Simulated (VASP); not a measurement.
# BN (P3m1) in VASP: further runs, part 2 of 2

VASP 6.6.1.

### 4 Single point, r2SCAN (atom 3 (N) moved by (+0.000, -0.100) A along [1 1 0] and z)

POSCAR reads:

```
BN
1.0
    2.5539396017      0.0000000000      0.0000000000
   -1.2769698009      2.2117765748      0.0000000000
    0.0000000000      0.0000000000      4.2268550000
B N
2 2
Direct
    0.6666666667      0.3333333333      0.9997240000
    0.3333333333      0.6666666667      0.4997240000
    0.6666666667      0.3333333333      0.6016177482
    0.3333333333      0.6666666667      0.1252760000
```

INCAR.step1 reads:

```
PREC = Accurate
ENCUT = 520
ISMEAR = 0
SIGMA = 0.05
LREAL = False
LASPH = True
NELM = 100
NBANDS = 16
GGA = PE
ALGO = Normal
EDIFF = 1E-4
LWAVE = True
LCHARG = False
```

INCAR.step2 reads:

```
PREC = Accurate
ENCUT = 520
EDIFF = 1E-7
ISMEAR = 0
SIGMA = 0.05
LREAL = False
LASPH = True
NELM = 100
ALGO = Normal
ISIF = 2
LWAVE = False
LCHARG = False
METAGGA = R2SCAN
LMIXTAU = True
NBANDS = 16
ISTART = 1
```

KPOINTS reads:

```
regular mesh
0
Gamma
  12 12 6
```

Potentials or basis: VASP PAW PBE potentials, release 64 (B, N).

The run is started by

```bash
> cat potpaw_PBE.64/B/POTCAR potpaw_PBE.64/N/POTCAR > POTCAR
> cp INCAR.step1 INCAR
> mpirun -np 1 vasp_std > vasp.out
> cp INCAR.step2 INCAR
> mpirun -np 1 vasp_std > vasp.out
```

OUTCAR:

```text
PREC = Accurate
   ENCUT = 520
   EDIFF = 1E-7
   ISMEAR = 0
   LREAL = False
   LASPH = True
   NELM = 100
   ISIF = 2
   METAGGA = R2SCAN
   ISTART = 1

 ion  position               nearest neighbor table
   1  0.667  0.333  1.000-   4 1.57   4 1.57   4 1.57   3 1.68
   2  0.333  0.667  0.500-   3 1.54   3 1.54   3 1.54   4 1.58
   3  0.667  0.333  0.602-   2 1.54   2 1.54   2 1.54   1 1.68
   4  0.333  0.667  0.125-   1 1.57   1 1.57   1 1.57   2 1.58

  LATTYP: Found a hexagonal cell.
 ALAT       =     2.5539396017
 C/A-ratio  =     1.6550332659

  Lattice vectors:

 A1 = (   2.5539396017,   0.0000000000,   0.0000000000)
 A2 = (  -1.2769698009,   2.2117765748,   0.0000000000)
 A3 = (   0.0000000000,   0.0000000000,   4.2268550000)

Analysis of symmetry for initial positions (statically):
=====================================================================
 Subroutine PRICEL returns:
 Original cell was already a primitive cell.

 Routine SETGRP: Setting up the symmetry group for a
 hexagonal supercell.

 Subroutine GETGRP returns: Found  6 space group operations
 (whereof  6 operations were pure point group operations)
 out of a pool of 24 trial point group operations.

The static configuration has the point symmetry C_3v.

Analysis of symmetry for dynamics (positions and initial velocities):
=====================================================================
 Subroutine PRICEL returns:
 Original cell was already a primitive cell.

 Routine SETGRP: Setting up the symmetry group for a
 hexagonal supercell.

 Subroutine GETGRP returns: Found  6 space group operations
 (whereof  6 operations were pure point group operations)
 out of a pool of 24 trial point group operations.

The dynamic configuration has the point symmetry C_3v.

 Subroutine INISYM returns: Found  6 space group operations
[... 120 lines left out ...]
     AMIX     =   0.40;   BMIX     =  1.00
     AMIX_MAG =   1.60;   BMIX_MAG =  1.00
  volume/ion in A,a.u.               =       5.97        40.28
  Fermi-wavevector in a.u.,A,eV,Ry     =   1.432600  2.707222 27.923836  2.052344
  Thomas-Fermi vector in A             =   2.552210
   LORBIT       =      0    0 simple, 1 ext, 2 COOP (PROOUT), +10 PAW based schemes
   METAGGA = R2SCAN    functional components
   LHFCALC =     F    Hartree Fock is set to
   AEXX    =    0.0000 exact exchange contribution
   IVDW    =     0    specifies the selected vdW correction
   LEPSILON=     F    determine dielectric tensor
   LRPA    =     F    only Hartree local field effects (RPA)
 non-spin polarized calculation
 Gauss-broadening in eV      SIGMA  =   0.05
  energy-cutoff  :      520.00
  volume of cell :       23.88
 maximum number of plane-waves:       660
 NGX is ok and might be reduce to    20
   NGX =  9   NGY =  9   NGZ = 15

 number of electron      16.0000002 magnetization

 Free energy of the ion-electron system (eV)
  ---------------------------------------------------
  ext. energy  EPLUGINS =         0.00000000
  ---------------------------------------------------
  free energy    TOTEN  =       -38.09136475 eV

  energy without entropy =      -38.09136475  energy(sigma->0) =      -38.09136475

 E-fermi :   7.7642     XC(G=0): -13.5769

 val. band max:        7.5006932015   @ k =   0.0000   0.0000   0.0000
 cond. band min:      13.4954397928   @ k =   0.3333   0.3333   0.0000
 fundamental gap:      5.9947465913
 Fermi energy:         7.7641772338

 k-point     1 :       0.0000    0.0000    0.0000
  band No.  band energies     occupation
      1     -14.1041      2.00000
      2      -9.8791      2.00000
      3      -3.8059      2.00000
      4       4.9293      2.00000
      5       4.9293      2.00000
      6       7.0570      2.00000
[... 433 lines left out ...]
      3      -2.3953      2.00000
      4       2.6421      2.00000
      5       4.0799      2.00000
      6       4.6817      2.00000
[... 8 lines left out ...]
     15      21.2196      0.00000
     16      23.5422      0.00000

 [... further k-points ...]

------------------------ aborting loop because EDIFF is reached ----------------------------------------

  FORCE on cell =-STRESS in cart. coord.  units (eV):
  Direction    XX          YY          ZZ          XY          YZ          ZX
  --------------------------------------------------------------------------------------
  -------------------------------------------------------------------------------------
  Total       -0.3416954     -0.3416954      0.0286872      0.0000000      0.0000000     -0.0000000
  in kB      -22.9287585    -22.9287585      1.9249955      0.0000000      0.0000000     -0.0000000
  external PRESSURE =     -14.6441739 kB  Pullay stress =       0.0000000 kB

 VOLUME and BASIS-vectors are now :
 -----------------------------------------------------------------------------
  energy-cutoff  :      520.00
  volume of cell :       23.88
      direct lattice vectors                 reciprocal lattice vectors
     2.553939602  0.000000000  0.000000000     0.391551938  0.226062617  0.000000000
    -1.276969801  2.211776575  0.000000000     0.000000000  0.452125233  0.000000000
     0.000000000  0.000000000  4.226855000     0.000000000  0.000000000  0.236582518

 POSITION                                       TOTAL-FORCE (eV/Angst)
 -----------------------------------------------------------------------------------
      1.27697      0.73726      4.22569        -0.000000      0.000000     -0.404553
     -0.00000      1.47452      2.11226         0.000000     -0.000000     -1.409211
      1.27697      0.73726      2.54295        -0.000000      0.000000      3.358024
     -0.00000      1.47452      0.52952         0.000000      0.000000     -1.544260
 -----------------------------------------------------------------------------------
    total drift:                               -0.000000     -0.000000      0.000609

  FREE ENERGIE OF THE ION-ELECTRON SYSTEM (eV)
  ---------------------------------------------------
  free  energy   TOTEN  =       -38.0913647490 eV

  energy  without entropy=      -38.0913647490  energy(sigma->0) =      -38.09136475
```

OUTCAR.step1:

```text
PREC = Accurate
   ENCUT = 520
   ISMEAR = 0
   LREAL = False
   LASPH = True
[... 685 lines left out ...]
      1.27697      0.73726      4.22569         0.000000     -0.000000     -0.458728
     -0.00000      1.47452      2.11226        -0.000000     -0.000000     -1.362246
      1.27697      0.73726      2.54295        -0.000000      0.000000      3.267088
     -0.00000      1.47452      0.52952         0.000000     -0.000000     -1.446114
 -----------------------------------------------------------------------------------
    total drift:                               -0.000000      0.000000     -0.000478

  FREE ENERGIE OF THE ION-ELECTRON SYSTEM (eV)
  ---------------------------------------------------
  free  energy   TOTEN  =       -34.6636404807 eV

  energy  without entropy=      -34.6636404806  energy(sigma->0) =      -34.66364048
```

OSZICAR.step1:

```text
N       E                     dE             d eps       ncg     rms          rms(c)
DAV:   1     0.378509612326E+02    0.37851E+02   -0.83569E+03  3208   0.973E+02
DAV:   2    -0.343390753840E+02   -0.72190E+02   -0.67605E+02  4632   0.228E+02
DAV:   3    -0.366214686174E+02   -0.22824E+01   -0.22768E+01  3568   0.373E+01
DAV:   4    -0.366271236146E+02   -0.56550E-02   -0.56545E-02  4048   0.211E+00
DAV:   5    -0.366271395900E+02   -0.15975E-04   -0.15975E-04  3288   0.104E-01    0.951E+00
DAV:   6    -0.348233409617E+02    0.18038E+01   -0.22935E+00  4040   0.139E+01    0.449E+00
DAV:   7    -0.346925934225E+02    0.13075E+00   -0.31828E-01  4168   0.457E+00    0.276E+00
DAV:   8    -0.346643603303E+02    0.28233E-01   -0.54860E-02  3728   0.189E+00    0.258E-01
DAV:   9    -0.346633585190E+02    0.10018E-02   -0.19168E-03  3584   0.512E-01    0.136E-01
DAV:  10    -0.346636340781E+02   -0.27556E-03   -0.52000E-04  3896   0.178E-01    0.263E-02
DAV:  11    -0.346636404807E+02   -0.64026E-05   -0.20450E-05  1728   0.472E-02
   1 F= -.34663640E+02 E0= -.34663640E+02  d E =-.137329E-10
```

It took 2.7 min on 1 thread of AMD EPYC 7R43 (Zen 3), shared host; peak memory 0.12 GiB.

Results:

| Quantity | Value |
| --- | --- |
| Free energy | -38.0914 eV |
| Pressure | -1.5 GPa |
| Largest force | 3.358 eV/Å |
| Band gap on the k mesh | 5.99 eV, indirect (least direct gap 8.41 eV) |

Forces in eV/Å, atoms in the order of the input:
```
B    0.000  0.000 -0.405
B    0.000  0.000 -1.409
N    0.000  0.000  3.358
N    0.000  0.000 -1.544
```

Stress tensor (GPa, compression positive):
```
-2.29  0.00  0.00
 0.00 -2.29  0.00
 0.00  0.00  0.19
```

Caveat: the cell differs from its parent crystal (atom 3 (N) moved by (+0.000, -0.100) A along [1 1 0] and z); the PAW data sets were made with another functional, which shifts forces and pressure a little. A k mesh can miss the band edges.

### 5 Single point, r2SCAN (atom 3 (N) moved by (+0.000, +0.100) A along [1 1 0] and z)

Edit POSCAR of step 4 so:

```diff
@@ -10,3 +10,3 @@
     0.3333333333      0.6666666667      0.4997240000
-    0.6666666667      0.3333333333      0.6016177482
+    0.6666666667      0.3333333333      0.6489342518
     0.3333333333      0.6666666667      0.1252760000
```

INCAR.step1 reads:

```
PREC     = Accurate       # precision mode
ENCUT    = 520            # plane-wave cutoff, eV
ISMEAR   = 0              # smearing method
SIGMA    = 0.05           # smearing width, eV
LREAL    = F              # projectors in reciprocal space
LASPH    = T              # aspherical terms in the spheres
NELM     = 80             # most SCF steps
NBANDS   = 16             # bands
GGA      = PE             # functional
ALGO     = Normal         # electronic algorithm
EDIFF    = 1E-4           # SCF threshold, eV
LWAVE    = T              # write WAVECAR
LCHARG   = F              # write CHGCAR
```

INCAR.step2 reads:

```
PREC     = Accurate       # precision mode
ENCUT    = 520            # plane-wave cutoff, eV
EDIFF    = 1E-6           # SCF threshold, eV
ISMEAR   = 0              # smearing method
SIGMA    = 0.05           # smearing width, eV
LREAL    = F              # projectors in reciprocal space
LASPH    = T              # aspherical terms in the spheres
NELM     = 80             # most SCF steps
ALGO     = Normal         # electronic algorithm
ISIF     = 2              # what is computed and relaxed
LWAVE    = F              # write WAVECAR
LCHARG   = F              # write CHGCAR
METAGGA  = R2SCAN         # meta-GGA
LMIXTAU  = T            
NBANDS   = 16             # bands
ISTART   = 1
```

KPOINTS reads:

```
Automatic mesh
0
Gamma
  12 12 6
```

The run is started by

```bash
> cat potpaw_PBE.64/B/POTCAR potpaw_PBE.64/N/POTCAR > POTCAR
> cp INCAR.step1 INCAR
> mpirun -np 1 vasp_std > vasp.out
> cp INCAR.step2 INCAR
> mpirun -np 1 vasp_std > vasp.out
```

It took 2.9 min on 1 thread of AMD EPYC 7R43 (Zen 3), shared host; peak memory 0.12 GiB.

It converged, with:

```
Free energy            : -38.0577 eV
Pressure               : -2.1 GPa
Largest force          : 4.288 eV/Å
Band gap on the k mesh : 4.84 eV, indirect (least direct gap 8.43 eV)
```

Forces on the atoms (eV/Å):
```
B    0.000  0.000  1.275
B    0.000  0.000  1.558
N    0.000  0.000 -4.288
N    0.000  0.000  1.455
```

Stress tensor (GPa, compression positive):
```
-2.80  0.00  0.00
 0.00 -2.80  0.00
 0.00  0.00 -0.74
```

Levels at points of the mesh, in eV from the valence-band top:
| k point | band 4 | band 5 | band 6 | band 7 | band 8 | band 9 | band 10 | band 11 | band 12 | band 13 |
| --- | --- | --- | --- | --- | --- | --- | --- | --- | --- | --- |
| (0.00, 0.00, 0.00) | -2.38 | -2.38 | -1.12 | 0.00 | 0.00 | 8.63 | 8.63 | 9.25 | 9.88 | 10.93 |
| (0.50, 0.00, 0.00) | -8.19 | -7.60 | -5.31 | -5.12 | -2.07 | 7.00 | 7.92 | 10.25 | 11.59 | 13.52 |
| (0.00, 0.00, 0.50) | -6.16 | -1.61 | -1.61 | -1.04 | -1.04 | 9.70 | 10.09 | 10.14 | 10.14 | 10.57 |
| (0.50, 0.00, 0.50) | -10.39 | -4.51 | -4.29 | -3.98 | -3.61 | 6.72 | 6.90 | 10.34 | 10.73 | 13.69 |

Caveat: the cell differs from its parent crystal (atom 3 (N) moved by (+0.000, +0.100) A along [1 1 0] and z); the PAW data sets were made with another functional, which shifts forces and pressure a little. A k mesh can miss the band edges.
